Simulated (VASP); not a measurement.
# InH2 (P-4m2) in VASP: a series of runs

Runs on InH2. Level: PBE. Tasks: single point.

Everything below comes from runs of VASP 6.6.1. Logs are shortened: lines on timing, memory, paths and dates and some standing lists are left out, and cuts for length are marked.

## Step 1: The cell of the first run

The structure is tetragonal, space group P-4m2 (No. 115). The conventional cell has a = 3.845 Å, b = 3.845 Å, c = 3.003 Å, α = 90.00°, β = 90.00°, γ = 90.00°. In (site symmetry -4m2) has 4 H at 1.99 Å within 2.6 Å. Within 2.6 Å of H (site symmetry 2mm) lie 2 In at 1.99 Å.

The cell was built from a structure type or drawn by symmetry, and may not be a known phase.

## Step 2: Single point, PBE

File INCAR:

```
SYSTEM = InH2
  ALGO = Normal
  EDIFF = 1E-6
  ENCUT = 520
  GGA = PE
  ISIF = 2
  ISMEAR = 0
  LASPH = .True.
  LCHARG = .False.
  LREAL = .False.
  LWAVE = .False.
  NBANDS = 14
  NELM = 60
  PREC = Accurate
  SIGMA = 0.1
```

File KPOINTS:

```
k-points
0
Gamma
  4 4 6
  0 0 0
```

File POSCAR:

```
InH2
1.0
    3.8452310330      0.0000000000      0.0000000000
    0.0000000000      3.8452310330      0.0000000000
    0.0000000000      0.0000000000      3.0031691621
In H
1 2
Direct
    0.5000000000      0.5000000000      0.0000000000
    0.0000000000      0.5000000000      0.8239074371
    0.5000000000      0.0000000000      0.1760925629
```

Potentials or basis: VASP PAW PBE potentials, release 64 (In_d, H).

Launch:

```sh
> cat potpaw_PBE.64/In_d/POTCAR potpaw_PBE.64/H/POTCAR > POTCAR
> mpirun -np 1 vasp_std > vasp.out
```

OUTCAR:

```text
SYSTEM = InH2
   EDIFF = 1E-6
   ENCUT = 520
   GGA = PE
   ISIF = 2
   ISMEAR = 0
   LASPH = .True.
   LREAL = .False.
   NELM = 60
   PREC = Accurate

 ion  position               nearest neighbor table
   1  0.500  0.500  0.000-   2 1.99   3 1.99   3 1.99   2 1.99
   2  0.000  0.500  0.824-   1 1.99   1 1.99
   3  0.500  0.000  0.176-   1 1.99   1 1.99

  LATTYP: Found a simple tetragonal cell.
 ALAT       =     3.8452310330
 C/A-ratio  =     0.7810113713

  Lattice vectors:

 A1 = (   3.8452310330,   0.0000000000,   0.0000000000)
 A2 = (   0.0000000000,   3.8452310330,   0.0000000000)
 A3 = (   0.0000000000,   0.0000000000,   3.0031691621)

Analysis of symmetry for initial positions (statically):
=====================================================================
 Subroutine PRICEL returns:
 Original cell was already a primitive cell.

 Routine SETGRP: Setting up the symmetry group for a
 simple tetragonal supercell.

 Subroutine GETGRP returns: Found  8 space group operations
 (whereof  8 operations were pure point group operations)
 out of a pool of 16 trial point group operations.

The static configuration has the point symmetry D_2d.

Analysis of symmetry for dynamics (positions and initial velocities):
=====================================================================
 Subroutine PRICEL returns:
 Original cell was already a primitive cell.

 Routine SETGRP: Setting up the symmetry group for a
 simple tetragonal supercell.

 Subroutine GETGRP returns: Found  8 space group operations
 (whereof  8 operations were pure point group operations)
 out of a pool of 16 trial point group operations.

The dynamic configuration has the point symmetry D_2d.

 Subroutine INISYM returns: Found  8 space group operations
 (whereof  8 operations are pure point group operations),
 and found     1 'primitive' translations

----------------------------------------------------------------------------------------

                                     Primitive cell

  volume of cell :      44.4043

  direct lattice vectors                    reciprocal lattice vectors
     3.845231033  0.000000000  0.000000000     0.260062397  0.000000000  0.000000000
     0.000000000  3.845231033  0.000000000     0.000000000  0.260062397  0.000000000
     0.000000000  0.000000000  3.003169162     0.000000000  0.000000000  0.332981576

  length of vectors
     3.845231033  3.845231033  3.003169162     0.260062397  0.260062397  0.332981576

  position of ions in fractional coordinates (direct lattice)
     0.500000000  0.500000000  0.000000000
     0.000000000  0.500000000  0.823907437
     0.500000000  0.000000000  0.176092563

  ion indices of the primitive-cell ions
   primitive index   ion index
                 1           1
                 2           2
                 3           3

----------------------------------------------------------------------------------------

 KPOINTS: k-points

Automatic generation of k-mesh.
 Grid dimensions read from file:
 generate k-points for:    4    4    6

 Generating k-lattice:

  Cartesian coordinates                     Fractional coordinates (reciprocal lattice)
     0.065015599  0.000000000  0.000000000     0.250000000  0.000000000  0.000000000
     0.000000000  0.065015599  0.000000000     0.000000000  0.250000000  0.000000000
     0.000000000  0.000000000  0.055496929     0.000000000  0.000000000  0.166666667

  Length of vectors
     0.065015599  0.065015599  0.055496929

  Shift w.r.t. Gamma in fractional coordinates (k-lattice)
     0.000000000  0.000000000  0.000000000

 Subroutine IBZKPT returns following result:
 ===========================================

 Found     24 irreducible k-points:

 Following reciprocal coordinates:
            Coordinates               Weight
  0.000000  0.000000  0.000000      1.000000
  0.250000  0.000000  0.000000      4.000000
  0.500000  0.000000  0.000000      2.000000
  0.250000  0.250000  0.000000      4.000000
  0.500000  0.250000  0.000000      4.000000
  0.500000  0.500000  0.000000      1.000000
[... 16 lines left out ...]
  0.500000  0.250000  0.500000      4.000000
  0.500000  0.500000  0.500000      1.000000
   k-points           NKPTS =     24   k-points in BZ     NKDIM =     24   number of bands    NBANDS=     14
   number of dos      NEDOS =    301   number of ions     NIONS =      3
   total plane-waves  NPLWV =  21600
   dimension x,y,z NGX =    30 NGY =   30 NGZ =   24
   dimension x,y,z NGXF=    60 NGYF=   60 NGZF=   48
   ions per type =               1   2
   NGX,Y,Z   is equivalent  to a cutoff of  12.97, 12.97, 13.29 a.u.
   NGXF,Y,Z  is equivalent  to a cutoff of  25.94, 25.94, 26.57 a.u.
 SYSTEM =  InH2
   PREC   = accura    normal or accurate (medium, high low for compatibility)
   ISTART =      0    job   : 0-new  1-cont  2-samecut
   ICHARG =      2    charge: 1-file 2-atom 10-const
   ISPIN  =      1    spin polarized calculation?
   LNONCOLLINEAR =      F non collinear calculations
   LSORBIT =      F    spin-orbit coupling
   LASPH  =      T    aspherical Exc in radial PAW
   ENCUT  =  520.0 eV  38.22 Ry    6.18 a.u.   7.15  7.15  5.58*2*pi/ulx,y,z
   NELM   =     60;   NELMIN=  2; NELMDL= -5     # of ELM steps
   EDIFF  = 0.1E-05   stopping-criterion for ELM
   LREAL  =      F    real-space projection
   EDIFFG = 0.1E-04   stopping-criterion for IOM
   NSW    =      0    number of steps for IOM
   IBRION =     -1    ionic relax: 0-MD 1-quasi-New 2-CG
   NFREE  =      0    steps in history (QN), initial steepest desc. (CG)
   ISIF   =      2    stress and relaxation
   ISYM   =      2    0-nonsym 1-usesym 2-fastsym
   POTIM  = 0.5000    time-step for ionic-motion
   TEBEG  =    0.0;   TEEND  =   0.0 temperature during run
   PSTRESS=    0.0 pullay stress
   NELECT =      15.0000    total number of electrons
   NUPDOWN=      -1.0000    fix difference up-down
   EMIN   =  10.00;   EMAX   =-10.00  energy-range for DOS
   EFERMI =   0.00;   METHOD = LEGACY
   ISMEAR =     0;   SIGMA  =   0.10  broadening in eV -4-tet -1-fermi 0-gaus
   EFERMI_NEDOS =   21; number of points for ismear=-14 and -15
   IALGO  =     38    algorithm
   IMIX   =      4    mixing-type and parameters
     AMIX     =   0.40;   BMIX     =  1.00
     AMIX_MAG =   1.60;   BMIX_MAG =  1.00
  volume/ion in A,a.u.               =      14.80        99.88
  Fermi-wavevector in a.u.,A,eV,Ry     =   1.140154  2.154580 17.686924  1.299952
  Thomas-Fermi vector in A             =   2.276857
   LORBIT       =      0    0 simple, 1 ext, 2 COOP (PROOUT), +10 PAW based schemes
   GGA     = PE    functional components
   LHFCALC =     F    Hartree Fock is set to
   AEXX    =    0.0000 exact exchange contribution
   IVDW    =     0    specifies the selected vdW correction
   LEPSILON=     F    determine dielectric tensor
   LRPA    =     F    only Hartree local field effects (RPA)
 non-spin polarized calculation
 Gauss-broadening in eV      SIGMA  =   0.10
  energy-cutoff  :      520.00
  volume of cell :       44.40
 maximum number of plane-waves:      1228
 NGX is ok and might be reduce to    30
   NGX = 15   NGY = 15   NGZ = 11

 number of electron      14.9999997 magnetization

 Free energy of the ion-electron system (eV)
  ---------------------------------------------------
  ext. energy  EPLUGINS =         0.00000000
  ---------------------------------------------------
  free energy    TOTEN  =        -8.20891717 eV

  energy without entropy =       -8.20521875  energy(sigma->0) =       -8.20706796

 E-fermi :   3.3391     XC(G=0):  -8.4889

 val. band max:        3.3061351286   @ k =   0.2500   0.2500   0.5000
 cond. band min:       3.4372724096   @ k =   0.2500   0.0000   0.5000
 fundamental gap:      0.1311372809
 Fermi energy:         3.3391464805

 k-point     1 :       0.0000    0.0000    0.0000
  band No.  band energies     occupation
      1     -11.5770      2.00000
      2     -11.3809      2.00000
      3     -11.0276      2.00000
      4     -10.9714      2.00000
      5     -10.9714      2.00000
      6      -5.8865      2.00000
      7       2.0629      2.00000
      8       6.0424      0.00000
      9       6.0424      0.00000
     10       7.8484      0.00000
     11      12.2968      0.00000
     12      12.5444      0.00000
     13      15.7747      0.00000
     14      17.0638      0.00000

 k-point     2 :       0.2500    0.0000    0.0000
  band No.  band energies     occupation
      1     -11.5643      2.00000
      2     -11.3053      2.00000
      3     -11.0435      2.00000
      4     -10.9892      2.00000
      5     -10.9707      2.00000
      6      -5.3156      2.00000
      7       0.0464      2.00000
      8       5.3619      0.00000
      9       6.5129      0.00000
     10      10.0198      0.00000
     11      12.2344      0.00000
     12      13.5781      0.00000
     13      14.0841      0.00000
     14      15.6831      0.00000

 k-point     3 :       0.5000    0.0000    0.0000
  band No.  band energies     occupation
      1     -11.5560      2.00000
      2     -11.2235      2.00000
      3     -11.0594      2.00000
      4     -11.0097      2.00000
      5     -10.9699      2.00000
      6      -4.1762      2.00000
      7      -2.1791      2.00000
      8       5.5774      0.00000
      9       7.1399      0.00000
     10       9.3210      0.00000
     11      12.3365      0.00000
     12      13.5163      0.00000
     13      15.3146      0.00000
     14      16.8720      0.00000
[... 324 lines left out ...]
 k-point    23 :       0.5000    0.2500    0.5000
  band No.  band energies     occupation
      1     -11.3109      2.00000
      2     -11.2751      2.00000
      3     -11.1080      2.00000
      4     -11.0420      2.00000
      5     -10.8453      2.00000
      6      -0.8595      2.00000
      7      -0.1716      2.00000
      8       2.4731      2.00000
      9       4.9852      0.00000
     10       6.9905      0.00000
     11       9.5985      0.00000
     12      11.0866      0.00000
     13      12.5784      0.00000
     14      15.8252      0.00000

 k-point    24 :       0.5000    0.5000    0.5000
  band No.  band energies     occupation
      1     -11.3077      2.00000
      2     -11.3077      2.00000
      3     -11.0587      2.00000
      4     -11.0253      2.00000
      5     -10.8225      2.00000
      6       0.0001      2.00000
      7       0.0001      2.00000
      8       2.5802      2.00000
      9       3.2637      1.71418
     10       7.8928      0.00000
     11       7.8928      0.00000
     12       9.8237      0.00000
     13      10.6021      0.00000
     14      19.4313      0.00000

------------------------ aborting loop because EDIFF is reached ----------------------------------------

  FORCE on cell =-STRESS in cart. coord.  units (eV):
  Direction    XX          YY          ZZ          XY          YZ          ZX
  --------------------------------------------------------------------------------------
  -------------------------------------------------------------------------------------
  Total       -0.0260538     -0.0260538     -0.0349327      0.0000000      0.0000000      0.0000000
  in kB       -0.9400632     -0.9400632     -1.2604292      0.0000000      0.0000000      0.0000000
  external PRESSURE =      -1.0468519 kB  Pullay stress =       0.0000000 kB

 VOLUME and BASIS-vectors are now :
 -----------------------------------------------------------------------------
  energy-cutoff  :      520.00
  volume of cell :       44.40
      direct lattice vectors                 reciprocal lattice vectors
     3.845231033  0.000000000  0.000000000     0.260062397  0.000000000  0.000000000
     0.000000000  3.845231033  0.000000000     0.000000000  0.260062397  0.000000000
     0.000000000  0.000000000  3.003169162     0.000000000  0.000000000  0.332981576

 POSITION                                       TOTAL-FORCE (eV/Angst)
 -----------------------------------------------------------------------------------
      1.92262      1.92262      0.00000         0.000000      0.000000      0.000000
      0.00000      1.92262      2.47433         0.000000     -0.000000     -0.000734
      1.92262      0.00000      0.52884         0.000000     -0.000000      0.000734
 -----------------------------------------------------------------------------------
    total drift:                                0.000000      0.000000     -0.000000

  FREE ENERGIE OF THE ION-ELECTRON SYSTEM (eV)
  ---------------------------------------------------
  free  energy   TOTEN  =        -8.2089171707 eV

  energy  without entropy=       -8.2052187508  energy(sigma->0) =       -8.20706796
```

Wall time 12 s (1 thread of Intel Xeon 8259CL, shared host); peak memory 0.16 GiB.

What came out:

| Property | Result |
| --- | --- |
| Free energy | -8.2089 eV |
| Pressure | -0.1 GPa |
| Band gap on the k mesh | zero (an odd number of electrons rules out a gap without spin polarisation) |

Caveat: the k points lie up to 0.41 Å⁻¹ apart, too coarse for converged energies and pressures of a metal; spin-orbit coupling is left out, which moves the levels of the heavy elements.

## Step 3: Single point, PBE

This run uses another cell than the first one, of 14.64 Å³/atom.

File INCAR:

```
SYSTEM = InH2
  PREC = Accurate
  ENCUT = 520
  EDIFF = 1E-6
  ISMEAR = 0
  SIGMA = 0.1
  LREAL = .False.
  LASPH = .True.
  NELM = 100
  ALGO = Normal
  ISIF = 2
  LWAVE = .False.
  LCHARG = .False.
  GGA = PE
  NBANDS = 14
```

File KPOINTS:

```
regular mesh
0
Gamma
  6 6 4
  0 0 0
```

File POSCAR:

```
InH2
1.0
    3.7971804916      0.0000000000      0.0000000000
    0.0000000000      3.7971804916      0.0000000000
    0.0000000000      0.0000000000      3.0457856734
In H
1 2
Direct
    0.5000000000      0.5000000000      0.0000000000
    0.0000000000      0.5000000000      0.8284902326
    0.5000000000      0.0000000000      0.1715097674
```

Potentials or basis: VASP PAW PBE potentials, release 64 (In_d, H).

Launch:

```sh
> cat potpaw_PBE.64/In_d/POTCAR potpaw_PBE.64/H/POTCAR > POTCAR
> mpirun -np 1 vasp_std > vasp.out
```

It took 12 s on 1 thread of Intel Xeon 8259CL, shared host; peak memory 0.16 GiB.

Results (log left out):

```
Free energy            : -8.1935 eV
Pressure               : 0.1 GPa
Largest force          : 0.016 eV/Å
Band gap on the k mesh : zero (an odd number of electrons rules out a gap without spin polarisation)
```

Forces in eV/Å, atoms in the order of the input:
```
In   0.000  0.000  0.000
H    0.000  0.000 -0.016
H    0.000  0.000  0.016
```

Stress tensor (GPa, compression positive):
```
 0.32  0.00  0.00
 0.00  0.32  0.00
 0.00  0.00 -0.22
```

Levels at points of the mesh, in eV from the Fermi level:
```tsv
k point	band 3	band 4	band 5	band 6	band 7	band 8	band 9	band 10	band 11	band 12
(0.00, 0.00, 0.00)	-14.69	-14.63	-14.63	-9.64	-1.57	2.56	2.56	4.50	8.22	8.79
(0.50, 0.00, 0.00)	-14.73	-14.68	-14.63	-7.84	-5.93	2.11	3.74	5.68	8.87	9.53
(0.50, 0.50, 0.00)	-14.72	-14.67	-14.67	-5.41	-5.41	-5.06	2.66	9.87	9.87	10.90
(0.00, 0.00, 0.50)	-14.86	-14.67	-14.65	-6.77	-4.06	1.80	5.15	5.45	5.45	8.86
(0.50, 0.00, 0.50)	-14.86	-14.70	-14.52	-5.18	-4.21	-1.63	2.75	5.10	6.63	9.46
(0.50, 0.50, 0.50)	-14.74	-14.70	-14.48	-3.85	-3.85	-1.14	-0.23	4.24	4.24	6.01
```

Caveat: the k points lie up to 0.52 Å⁻¹ apart, too coarse for converged energies and pressures of a metal; spin-orbit coupling is left out, which moves the levels of the heavy elements.
